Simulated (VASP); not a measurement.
Crystal: CsBr.

```
Cs Br
1.0
     4.31938    0.00000    0.00000
     0.00000    4.31938    0.00000
     0.00000    0.00000    4.31938
Cs Br
1 1
Direct
  0.00000 0.00000 0.00000
  0.50000 0.50000 0.50000
```

Base run:

- Program: VASP 6.6.1
- Functional: PBE
- Potentials or basis: VASP PAW PBE potentials, release 64 (Cs_sv, Br)
- Cutoff: 500 eV
- k mesh: 4 × 4 × 4
- Occupations: gaussian, width 0.01 eV
- Spin: no spin polarisation

Its results: band gap on the k mesh 4.42 eV, indirect (least direct gap 4.43 eV); pressure 0.7 GPa.

**Question.** After a change of settings the same cell gave: band gap on the k mesh 5.19 eV, indirect (the least direct gap lies 4.9 meV higher); pressure 0.1 GPa. Which change was it?
A. functional from PBE to HSE06; cutoff from 500 eV to 400 eV
B. functional from PBE to LDA; potentials or basis from VASP PAW PBE potentials, release 64 (Cs_sv, Br) to VASP PAW LDA potentials, release 64 (Cs_sv, Br)
C. functional from PBE to r2SCAN; cutoff from 500 eV to 550 eV

**Answer.** C.

r2SCAN gives the wider gap, since meta-GGAs in the generalised Kohn-Sham scheme recover part of the derivative discontinuity.

Caveats: spin-orbit coupling is left out, which moves the levels of the heavy elements; the PAW data sets were made with another functional, which shifts forces and pressure a little (some runs).
